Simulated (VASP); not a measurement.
# Hg3P2 (R-3m) in VASP: a series of runs

Hg3P2 is run at these levels: PBE; tasks: single point, relaxation of cell and atoms.

Program: VASP 6.6.1. These are calculated values, not measurements. Logs are shortened: lines on timing, memory, paths and dates and some standing lists are left out, and cuts for length are marked.

### Step 1. The cell of the first run

Symmetry: R-3m, No. 166, trigonal system. Conventional cell: a = 7.237 Å, b = 7.237 Å, c = 10.798 Å, α = 90.00°, β = 90.00°, γ = 120.00°. Within 3.2 Å of Hg (site symmetry 2/m) lie 2 P at 2.45 Å. P (site symmetry 3m) has 3 Hg at 2.45 Å within 3.2 Å.

### Step 2. Single point, PBE

Contents of INCAR:

```
PREC = Accurate ; ENCUT = 520
EDIFF = 1E-7 ; ISMEAR = 0
SIGMA = 0.02 ; LREAL = F
LASPH = T ; NELM = 100
ALGO = Normal ; ISIF = 2
LWAVE = F ; LCHARG = F
GGA = PE ; NBANDS = 31
```

Contents of KPOINTS:

```
regular mesh
0
Gamma
  6 6 6
```

Contents of POSCAR:

```
Hg3P2
1.0
    3.6187273446      2.0892732065      3.5992202581
   -3.6187273446      2.0892732065      3.5992202581
    0.0000000000     -4.1785464130      3.5992202581
Hg P
3 2
Direct
    0.5000000000      0.0000000000      0.0000000000
    0.0000000000      0.5000000000      0.0000000000
    0.0000000000      0.0000000000      0.5000000000
    0.2843539437      0.2843539437      0.2843539437
    0.7156460563      0.7156460563      0.7156460563
```

Potentials or basis: VASP PAW PBE potentials, release 64 (Hg, P).

Command:

```console
> cat potpaw_PBE.64/Hg/POTCAR potpaw_PBE.64/P/POTCAR > POTCAR
> mpirun -np 1 vasp_std > vasp.out
```

OUTCAR:

```text
PREC = Accurate
   ENCUT = 520
   EDIFF = 1E-7
   ISMEAR = 0
   LREAL = F
   LASPH = T
   NELM = 100
   ISIF = 2
   GGA = PE

 ion  position               nearest neighbor table
   1  0.500  0.000  0.000-   4 2.45   5 2.45   3 3.62   3 3.62   2 3.62   2 3.62
   2  0.000  0.500  0.000-   4 2.45   5 2.45   3 3.62   3 3.62   1 3.62   1 3.62
   3  0.000  0.000  0.500-   4 2.45   5 2.45   1 3.62   2 3.62   2 3.62   1 3.62
   4  0.284  0.284  0.284-   3 2.45   2 2.45   1 2.45
   5  0.716  0.716  0.716-   3 2.45   2 2.45   1 2.45

  LATTYP: Found a trigonal (rhomboedric) cell.
 ALAT       =     5.5149466536
 COS(alpha) =     0.1388890967

  Lattice vectors:

 A1 = (   3.6187273446,   2.0892732065,   3.5992202581)
 A2 = (  -3.6187273446,   2.0892732065,   3.5992202581)
 A3 = (   0.0000000000,  -4.1785464130,   3.5992202581)

Analysis of symmetry for initial positions (statically):
=====================================================================
 Subroutine PRICEL returns:
 Original cell was already a primitive cell.

 Routine SETGRP: Setting up the symmetry group for a
 trigonal (rhombohedral) supercell.

 Subroutine GETGRP returns: Found 12 space group operations
 (whereof 12 operations were pure point group operations)
 out of a pool of 12 trial point group operations.

The static configuration has the point symmetry D_3d.

Analysis of symmetry for dynamics (positions and initial velocities):
=====================================================================
 Subroutine PRICEL returns:
 Original cell was already a primitive cell.

 Routine SETGRP: Setting up the symmetry group for a
 trigonal (rhombohedral) supercell.

 Subroutine GETGRP returns: Found 12 space group operations
 (whereof 12 operations were pure point group operations)
 out of a pool of 12 trial point group operations.

The dynamic configuration has the point symmetry D_3d.

 Subroutine INISYM returns: Found 12 space group operations
 (whereof 12 operations are pure point group operations),
 and found     1 'primitive' translations

----------------------------------------------------------------------------------------

                                     Primitive cell

  volume of cell :     163.2716

  direct lattice vectors                    reciprocal lattice vectors
[... 88 lines left out ...]
   LNONCOLLINEAR =      F non collinear calculations
   LSORBIT =      F    spin-orbit coupling
   LASPH  =      T    aspherical Exc in radial PAW
   ENCUT  =  520.0 eV  38.22 Ry    6.18 a.u.  10.25 10.25 10.25*2*pi/ulx,y,z
   NELM   =    100;   NELMIN=  2; NELMDL= -5     # of ELM steps
   EDIFF  = 0.1E-06   stopping-criterion for ELM
   LREAL  =      F    real-space projection
   EDIFFG = 0.1E-05   stopping-criterion for IOM
   NSW    =      0    number of steps for IOM
   IBRION =     -1    ionic relax: 0-MD 1-quasi-New 2-CG
   NFREE  =      0    steps in history (QN), initial steepest desc. (CG)
   ISIF   =      2    stress and relaxation
   ISYM   =      2    0-nonsym 1-usesym 2-fastsym
   POTIM  = 0.5000    time-step for ionic-motion
   TEBEG  =    0.0;   TEEND  =   0.0 temperature during run
   PSTRESS=    0.0 pullay stress
   NELECT =      46.0000    total number of electrons
   NUPDOWN=      -1.0000    fix difference up-down
   EMIN   =  10.00;   EMAX   =-10.00  energy-range for DOS
   EFERMI =   0.00;   METHOD = LEGACY
   ISMEAR =     0;   SIGMA  =   0.02  broadening in eV -4-tet -1-fermi 0-gaus
   EFERMI_NEDOS =   21; number of points for ismear=-14 and -15
   IALGO  =     38    algorithm
   IMIX   =      4    mixing-type and parameters
     AMIX     =   0.40;   BMIX     =  1.00
     AMIX_MAG =   1.60;   BMIX_MAG =  1.00
  volume/ion in A,a.u.               =      32.65       220.36
  Fermi-wavevector in a.u.,A,eV,Ry     =   1.073224  2.028100 15.671333  1.151811
  Thomas-Fermi vector in A             =   2.209017
   LORBIT       =      0    0 simple, 1 ext, 2 COOP (PROOUT), +10 PAW based schemes
   GGA     = PE    functional components
   LHFCALC =     F    Hartree Fock is set to
   AEXX    =    0.0000 exact exchange contribution
   IVDW    =     0    specifies the selected vdW correction
   LEPSILON=     F    determine dielectric tensor
   LRPA    =     F    only Hartree local field effects (RPA)
 non-spin polarized calculation
 Gauss-broadening in eV      SIGMA  =   0.02
  energy-cutoff  :      520.00
  volume of cell :      163.27
 maximum number of plane-waves:      4429
 NGX is ok and might be reduce to    42
   NGX = 21   NGY = 21   NGZ = 21

 number of electron      45.9999994 magnetization

 Free energy of the ion-electron system (eV)
  ---------------------------------------------------
  ext. energy  EPLUGINS =         0.00000000
  ---------------------------------------------------
  free energy    TOTEN  =       -10.77628144 eV

  energy without entropy =      -10.77628144  energy(sigma->0) =      -10.77628144

 E-fermi :   0.4890     XC(G=0):  -8.2536

 val. band max:        0.3599244449   @ k =   0.5000   0.5000  -0.0000
 cond. band min:       2.1792313026   @ k =   0.0000   0.0000   0.0000
 fundamental gap:      1.8193068576
 Fermi energy:         0.4890028025

 k-point     1 :       0.0000    0.0000    0.0000
  band No.  band energies     occupation
      1     -10.5425      2.00000
      2      -8.5120      2.00000
      3      -6.8858      2.00000
      4      -6.8858      2.00000
      5      -6.3788      2.00000
      6      -6.0754      2.00000
[... 805 lines left out ...]
     30       6.5372      0.00000
     31       6.8545      0.00000

 [... further k-points ...]
[... 5 lines left out ...]
  --------------------------------------------------------------------------------------
  -------------------------------------------------------------------------------------
  Total        0.2293270      0.2293270      0.1583609      0.0000000     -0.0000000     -0.0000000
  in kB        2.2503757      2.2503757      1.5539879      0.0000000     -0.0000000     -0.0000000
  external PRESSURE =       2.0182464 kB  Pullay stress =       0.0000000 kB

 VOLUME and BASIS-vectors are now :
 -----------------------------------------------------------------------------
  energy-cutoff  :      520.00
  volume of cell :      163.27
      direct lattice vectors                 reciprocal lattice vectors
     3.618727345  2.089273207  3.599220258     0.138170122  0.079772557  0.092612652
    -3.618727345  2.089273207  3.599220258    -0.138170122  0.079772557  0.092612652
     0.000000000 -4.178546413  3.599220258     0.000000000 -0.159545115  0.092612652

 POSITION                                       TOTAL-FORCE (eV/Angst)
 -----------------------------------------------------------------------------------
      1.80936      1.04464      1.79961         0.000000     -0.000000      0.000000
     -1.80936      1.04464      1.79961        -0.000000      0.000000      0.000000
      0.00000     -2.08927      1.79961        -0.000000      0.000000      0.000000
      0.00000      0.00000      3.07036         0.000000      0.000000      0.075335
      0.00000      0.00000      7.72730         0.000000      0.000000     -0.075335
 -----------------------------------------------------------------------------------
    total drift:                                0.000000      0.000000     -0.000000

  FREE ENERGIE OF THE ION-ELECTRON SYSTEM (eV)
  ---------------------------------------------------
  free  energy   TOTEN  =       -10.7762814353 eV

  energy  without entropy=      -10.7762814353  energy(sigma->0) =      -10.77628144
```

stdout:

```text
POSCAR found type information on POSCAR HgP
 POSCAR found :  2 types and       5 ions
 scaLAPACK will be used
 LDA part: xc-table for (Slater+PW92), standard interpolation
 POSCAR, INCAR and KPOINTS ok, starting setup
 FFT: planning ... GRIDC
 FFT: planning ... GRID_SOFT
 FFT: planning ... GRID
 WAVECAR not read
 entering main loop
```

Run time: 70 s. Hardware: 1 thread of AMD EPYC 9R45 (Zen 5), shared host; peak memory 0.3 GiB.

Results:

```
Free energy            : -10.7763 eV
Pressure               : 0.2 GPa
Largest force          : 0.075 eV/Å
Band gap on the k mesh : 1.82 eV, indirect (least direct gap 1.99 eV)
```

Forces on the atoms (eV/Å):
```
Hg   0.000  0.000  0.000
Hg   0.000  0.000  0.000
Hg   0.000  0.000  0.000
P    0.000  0.000  0.075
P    0.000  0.000 -0.075
```

Caveat: spin-orbit coupling is left out, which moves the levels of the heavy elements.

### Step 3. Relaxation of cell and atoms, PBE

This run uses another cell than the first one, of 31.45 Å³/atom, 0.963 times its volume.

Contents of INCAR:

```
PREC = Accurate
ENCUT = 600
EDIFF = 1E-6
ISMEAR = 0
SIGMA = 0.02
LREAL = F
LASPH = T
NELM = 100
ALGO = Normal
ISIF = 3
LWAVE = F
LCHARG = F
GGA = PE
IBRION = 2
NSW = 100
EDIFFG = -0.01
```

KPOINTS is that of step 2.

Contents of POSCAR:

```
Hg3P2
1.0
    3.6219400393      2.0911280567      3.4600852980
   -3.6219400393      2.0911280567      3.4600852980
    0.0000000000     -4.1822561134      3.4600852980
Hg P
3 2
Direct
    0.5000000000      0.0000000000      0.0000000000
    0.0000000000      0.5000000000      0.0000000000
    0.0000000000      0.0000000000      0.5000000000
    0.2885338510      0.2885338510      0.2885338510
    0.7114661490      0.7114661490      0.7114661490
```

Potentials or basis: VASP PAW PBE potentials, release 64 (Hg, P).

Command:

```console
> cat potpaw_PBE.64/Hg/POTCAR potpaw_PBE.64/P/POTCAR > POTCAR
> mpirun -np 1 vasp_std > vasp.out
```

OUTCAR:

```text
PREC = Accurate
   ENCUT = 600
   EDIFF = 1E-6
   ISMEAR = 0
   LREAL = F
   LASPH = T
   NELM = 100
   ISIF = 3
   GGA = PE
   IBRION = 2
   NSW = 100
   EDIFFG = -0.01

 ion  position               nearest neighbor table
   1  0.500  0.000  0.000-   4 2.44   5 2.44   2 3.62   2 3.62   3 3.62   3 3.62
   2  0.000  0.500  0.000-   4 2.44   5 2.44   1 3.62   1 3.62   3 3.62   3 3.62
   3  0.000  0.000  0.500-   4 2.44   5 2.44   1 3.62   2 3.62   2 3.62   1 3.62
   4  0.289  0.289  0.289-   1 2.44   2 2.44   3 2.44
   5  0.711  0.711  0.711-   1 2.44   2 2.44   3 2.44

  LATTYP: Found a trigonal (rhomboedric) cell.
 ALAT       =     5.4280250983
 COS(alpha) =     0.1095104770

  Lattice vectors:

 A1 = (   3.6219400393,   2.0911280567,   3.4600852980)
 A2 = (  -3.6219400393,   2.0911280567,   3.4600852980)
 A3 = (   0.0000000000,  -4.1822561134,   3.4600852980)

Analysis of symmetry for initial positions (statically):
=====================================================================
 Subroutine PRICEL returns:
 Original cell was already a primitive cell.

 Routine SETGRP: Setting up the symmetry group for a
 trigonal (rhombohedral) supercell.

 Subroutine GETGRP returns: Found 12 space group operations
 (whereof 12 operations were pure point group operations)
 out of a pool of 12 trial point group operations.

The static configuration has the point symmetry D_3d.

Analysis of symmetry for dynamics (positions and initial velocities):
=====================================================================
 Subroutine PRICEL returns:
 Original cell was already a primitive cell.

 Routine SETGRP: Setting up the symmetry group for a
 trigonal (rhombohedral) supercell.

 Subroutine GETGRP returns: Found 12 space group operations
 (whereof 12 operations were pure point group operations)
 out of a pool of 12 trial point group operations.

[... 141 lines left out ...]
  volume of cell :      157.24
 maximum number of plane-waves:      5300
 NGX is ok and might be reduce to    48
   NGX = 21   NGY = 21   NGZ = 21

--------------------------------------- Ionic step        1  -------------------------------------------

 number of electron      45.9999996 magnetization

 Free energy of the ion-electron system (eV)
  ---------------------------------------------------
  ext. energy  EPLUGINS =         0.00000000
  ---------------------------------------------------
  free energy    TOTEN  =       -10.77213056 eV

  energy without entropy =      -10.77213056  energy(sigma->0) =      -10.77213056

------------------------ aborting loop because EDIFF is reached ----------------------------------------

  FORCE on cell =-STRESS in cart. coord.  units (eV):
  Direction    XX          YY          ZZ          XY          YZ          ZX
  --------------------------------------------------------------------------------------
  -------------------------------------------------------------------------------------
  Total        0.3898205      0.3898205      0.4332043      0.0000000      0.0000000      0.0000000
  in kB        3.9720557      3.9720557      4.4141130      0.0000000      0.0000000      0.0000000
  external PRESSURE =       4.1194081 kB  Pullay stress =       0.0000000 kB
[... 98 lines left out ...]
  FREE ENERGIE OF THE ION-ELECTRON SYSTEM (eV)
  ---------------------------------------------------
  free  energy   TOTEN  =       -10.7743009333 eV

  energy  without entropy=      -10.7743009333  energy(sigma->0) =      -10.77430093

[... ionic steps 4 to 14 ...]

--------------------------------------- Ionic step       15  -------------------------------------------

 number of electron      45.9999995 magnetization

------------------------ aborting loop because EDIFF is reached ----------------------------------------
[... 73 lines left out ...]
--------------------------------------- Ionic step       17  -------------------------------------------

 number of electron      45.9999996 magnetization

 Free energy of the ion-electron system (eV)
  ---------------------------------------------------
  ext. energy  EPLUGINS =         0.00000000
  ---------------------------------------------------
  free energy    TOTEN  =       -10.77645207 eV

  energy without entropy =      -10.77645207  energy(sigma->0) =      -10.77645207

 E-fermi :   0.4738     XC(G=0):  -8.2922

 val. band max:        0.3880617637   @ k =   0.5000   0.5000  -0.0000
 cond. band min:       2.1976359319   @ k =   0.0000   0.0000   0.0000
 fundamental gap:      1.8095741682
 Fermi energy:         0.4737994874

 k-point     1 :       0.0000    0.0000    0.0000
  band No.  band energies     occupation
      1     -10.4782      2.00000
      2      -8.4657      2.00000
      3      -6.8263      2.00000
      4      -6.8263      2.00000
      5      -6.3316      2.00000
      6      -6.0302      2.00000
[... 709 lines left out ...]
     26       3.4890      0.00000
     27       4.0909      0.00000

 [... further k-points ...]
[... 5 lines left out ...]
  --------------------------------------------------------------------------------------
  -------------------------------------------------------------------------------------
  Total       -0.0101786     -0.0101786      0.0165328     -0.0000000     -0.0000000      0.0000000
  in kB       -0.1004837     -0.1004837      0.1632126     -0.0000000     -0.0000000      0.0000000
  external PRESSURE =      -0.0125850 kB  Pullay stress =       0.0000000 kB
[... 20 lines left out ...]
  FREE ENERGIE OF THE ION-ELECTRON SYSTEM (eV)
  ---------------------------------------------------
  free  energy   TOTEN  =       -10.7764520691 eV

  energy  without entropy=      -10.7764520691  energy(sigma->0) =      -10.77645207

 reached required accuracy - stopping structural energy minimisation
```

Run time: 13 min. Hardware: 1 thread of AMD EPYC 9R45 (Zen 5), shared host; peak memory 0.39 GiB.

What came out:

```
Free energy                            : -10.7765 eV
Relaxed volume                         : 32.46 Å³/atom
Relaxed cell                           : a = 5.499 Å, b = 5.499 Å, c = 5.499 Å, α = 82.47°, β = 82.47°, γ = 82.47°
Space group after relaxing (to 0.05 Å) : R-3m (No. 166)
Energy gained by relaxing              : 0.9 meV/atom
Ionic steps                            : 17
Pressure after relaxing                : 0.0 GPa
Band gap on the k mesh                 : 1.81 eV, indirect (least direct gap 1.98 eV)
```

Step by step:
```csv
step,energy change (eV),largest force (eV/Å),pressure (GPa),volume (Å³)
1,0.0000,0.1046,0.41,157.24
2,-0.0019,0.0407,-0.15,159.09
3,-0.0022,0.0045,0.00,158.62
4,-0.0024,0.0063,-0.02,158.68
5,-0.0028,0.0117,0.01,158.86
6,-0.0033,0.0228,0.02,159.21
7,-0.0033,0.0249,0.00,159.28
8,-0.0033,0.0238,0.04,159.25
9,-0.0033,0.0246,0.01,159.26
10,-0.0035,0.0158,0.03,159.50
11,-0.0038,0.0113,0.10,160.22
12,-0.0039,0.0242,0.12,160.56
13,-0.0039,0.0232,0.13,160.66
14,-0.0041,0.0190,0.10,160.95
15,-0.0042,0.0107,0.05,161.55
16,-0.0043,0.0057,-0.04,162.73
17,-0.0043,0.0004,0.00,162.29
```

Final structure:
```
CELL_PARAMETERS angstrom
3.62446 2.09258 3.56636
-3.62446 2.09258 3.56636
0.00000 -4.18517 3.56636
ATOMIC_POSITIONS crystal
Hg 0.50000 0.00000 0.00000
Hg 0.00000 0.50000 0.00000
Hg 0.00000 0.00000 0.50000
P 0.28606 0.28606 0.28606
P 0.71394 0.71394 0.71394
```

Caveat: spin-orbit coupling is left out, which moves the levels of the heavy elements.
